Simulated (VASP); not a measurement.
# SnSe (CsCl type) (Pm-3m) in VASP: further runs, part 2 of 2

VASP 6.6.1. Earlier steps stand in the parts before.

## (4) Single point, PBE (17.95 Å³/atom)

This run uses another cell than the first one, of 17.95 Å³/atom.

File INCAR:

```
SYSTEM = SnSe
PREC     = Accurate       ! precision mode
ENCUT    = 520            ! plane-wave cutoff, eV
EDIFF    = 1E-6           ! SCF threshold, eV
ISMEAR   = -1             ! smearing method
SIGMA    = 0.08           ! smearing width, eV
LREAL    = .FALSE.        ! projectors in reciprocal space
LASPH    = .TRUE.         ! aspherical terms in the spheres
NELM     = 60             ! most SCF steps
ALGO     = Normal         ! electronic algorithm
ISIF     = 2              ! what is computed and relaxed
LWAVE    = .FALSE.        ! write WAVECAR
LCHARG   = .TRUE.         ! write CHGCAR
GGA      = PE             ! functional
LELF     = .TRUE.         ! ELF
LVHAR    = .TRUE.       
NBANDS   = 17             ! bands
```

File KPOINTS:

```
regular mesh
0
G
  14 14 14
  0 0 0
```

File POSCAR:

```
SnSe
1.0
    3.2987590504      0.0000000000      0.0000000000
    0.0000000000      3.2987590504      0.0000000000
    0.0000000000      0.0000000000      3.2987590504
Sn Se
1 1
Direct
    0.0000000000      0.0000000000      0.0000000000
    0.5000000000      0.5000000000      0.5000000000
```

Potentials or basis: VASP PAW PBE potentials, release 64 (Sn_d, Se).

Run with:

```console
cat potpaw_PBE.64/Sn_d/POTCAR potpaw_PBE.64/Se/POTCAR > POTCAR
mpirun -np 1 vasp_std > vasp.out
```

OUTCAR:

```text
SYSTEM = SnSe
   PREC = Accurate
   ENCUT = 520
   EDIFF = 1E-6
   ISMEAR = -1
   LREAL = .FALSE.
   LASPH = .TRUE.
   NELM = 60
   ISIF = 2
   GGA = PE

 ion  position               nearest neighbor table
   1  0.000  0.000  0.000-   2 2.86   2 2.86   2 2.86   2 2.86   2 2.86   2 2.86   2 2.86   2 2.86

   2  0.500  0.500  0.500-   1 2.86   1 2.86   1 2.86   1 2.86   1 2.86   1 2.86   1 2.86   1 2.86

  LATTYP: Found a simple cubic cell.
 ALAT       =     3.2987590504

  Lattice vectors:

 A1 = (   3.2987590504,   0.0000000000,   0.0000000000)
 A2 = (   0.0000000000,   3.2987590504,   0.0000000000)
 A3 = (   0.0000000000,   0.0000000000,   3.2987590504)

Analysis of symmetry for initial positions (statically):
=====================================================================
 Subroutine PRICEL returns:
 Original cell was already a primitive cell.

 Routine SETGRP: Setting up the symmetry group for a
 simple cubic supercell.

 Subroutine GETGRP returns: Found 48 space group operations
 (whereof 48 operations were pure point group operations)
 out of a pool of 48 trial point group operations.

The static configuration has the point symmetry O_h .

Analysis of symmetry for dynamics (positions and initial velocities):
=====================================================================
 Subroutine PRICEL returns:
 Original cell was already a primitive cell.

 Routine SETGRP: Setting up the symmetry group for a
 simple cubic supercell.

 Subroutine GETGRP returns: Found 48 space group operations
 (whereof 48 operations were pure point group operations)
 out of a pool of 48 trial point group operations.

The dynamic configuration has the point symmetry O_h .

 Subroutine INISYM returns: Found 48 space group operations
 (whereof 48 operations are pure point group operations),
 and found     1 'primitive' translations

[... 109 lines left out ...]
   ISMEAR =    -1;   SIGMA  =   0.08  broadening in eV -4-tet -1-fermi 0-gaus
   EFERMI_NEDOS =   21; number of points for ismear=-14 and -15
   IALGO  =     38    algorithm
   IMIX   =      4    mixing-type and parameters
     AMIX     =   0.40;   BMIX     =  1.00
     AMIX_MAG =   1.60;   BMIX_MAG =  1.00
  volume/ion in A,a.u.               =      17.95       121.12
  Fermi-wavevector in a.u.,A,eV,Ry     =   1.347103  2.545656 24.690320  1.814687
  Thomas-Fermi vector in A             =   2.474881
   LORBIT       =      0    0 simple, 1 ext, 2 COOP (PROOUT), +10 PAW based schemes
   GGA     = PE    functional components
   LHFCALC =     F    Hartree Fock is set to
   AEXX    =    0.0000 exact exchange contribution
   IVDW    =     0    specifies the selected vdW correction
   LEPSILON=     F    determine dielectric tensor
   LRPA    =     F    only Hartree local field effects (RPA)
 non-spin polarized calculation
  energy-cutoff  :      520.00
  volume of cell :       35.90
 maximum number of plane-waves:       992
 NGX is ok and might be reduce to    28
   NGX = 13   NGY = 13   NGZ = 13

 number of electron      20.0000003 magnetization

 Free energy of the ion-electron system (eV)
  ---------------------------------------------------
  ext. energy  EPLUGINS =         0.00000000
  ---------------------------------------------------
  free energy    TOTEN  =        -6.65205537 eV

  energy without entropy =       -6.63623718  energy(sigma->0) =       -6.64414627

 E-fermi :  10.9478     XC(G=0): -11.7912

 val. band max:       10.9334274793   @ k =   0.3571   0.1429   0.1429
 cond. band min:      10.9960465744   @ k =   0.2857   0.2143   0.0000
 fundamental gap:      0.0626190951
 Fermi energy:        10.9478380127

 k-point     1 :       0.0000    0.0000    0.0000
  band No.  band energies     occupation
      1     -11.1511      2.00000
      2     -11.1511      2.00000
      3     -10.9435      2.00000
      4     -10.9435      2.00000
      5     -10.9435      2.00000
      6      -5.8729      2.00000
[... 457 lines left out ...]
      4     -10.9766      2.00000
      5     -10.9630      2.00000
      6      -4.0232      2.00000
[... 9 lines left out ...]
     16      21.7361      0.00000
     17      22.6661      0.00000

 [... further k-points ...]

------------------------ aborting loop because EDIFF is reached ----------------------------------------

  FORCE on cell =-STRESS in cart. coord.  units (eV):
  Direction    XX          YY          ZZ          XY          YZ          ZX
  --------------------------------------------------------------------------------------
  -------------------------------------------------------------------------------------
  Total        7.5410202      7.5410202      7.5410202      0.0000000      0.0000000      0.0000000
  in kB      336.5804624    336.5804624    336.5804624      0.0000000      0.0000000      0.0000000
  external PRESSURE =     336.5804624 kB  Pullay stress =       0.0000000 kB

 VOLUME and BASIS-vectors are now :
 -----------------------------------------------------------------------------
  energy-cutoff  :      520.00
  volume of cell :       35.90
      direct lattice vectors                 reciprocal lattice vectors
     3.298759050  0.000000000  0.000000000     0.303144299  0.000000000  0.000000000
     0.000000000  3.298759050  0.000000000     0.000000000  0.303144299  0.000000000
     0.000000000  0.000000000  3.298759050     0.000000000  0.000000000  0.303144299

 POSITION                                       TOTAL-FORCE (eV/Angst)
 -----------------------------------------------------------------------------------
      0.00000      0.00000      0.00000         0.000000      0.000000      0.000000
      1.64938      1.64938      1.64938         0.000000      0.000000      0.000000
 -----------------------------------------------------------------------------------
    total drift:                                0.000000      0.000000     -0.000000

  FREE ENERGIE OF THE ION-ELECTRON SYSTEM (eV)
  ---------------------------------------------------
  free  energy   TOTEN  =        -6.6520553739 eV

  energy  without entropy=       -6.6362371760  energy(sigma->0) =       -6.64414627
```

stdout:

```text
POSCAR found type information on POSCAR SnSe
 POSCAR found :  2 types and       2 ions
 scaLAPACK will be used
 LDA part: xc-table for (Slater+PW92), standard interpolation
 POSCAR, INCAR and KPOINTS ok, starting setup
 FFT: planning ... GRIDC
 FFT: planning ... GRID_SOFT
 FFT: planning ... GRID
 WAVECAR not read
 entering main loop
```

Run time: 29 s. Hardware: 1 thread of AMD EPYC 9R45 (Zen 5), shared host; peak memory 0.18 GiB.

Results:

| Property | Result |
| --- | --- |
| Free energy | -6.6521 eV |
| Pressure | 33.7 GPa |
| Band gap on the k mesh | zero (bands 10 and 11 overlap by 3.50 eV) |

Caveat: the cell stands under pressure; spin-orbit coupling is left out, which moves the levels of the heavy elements.
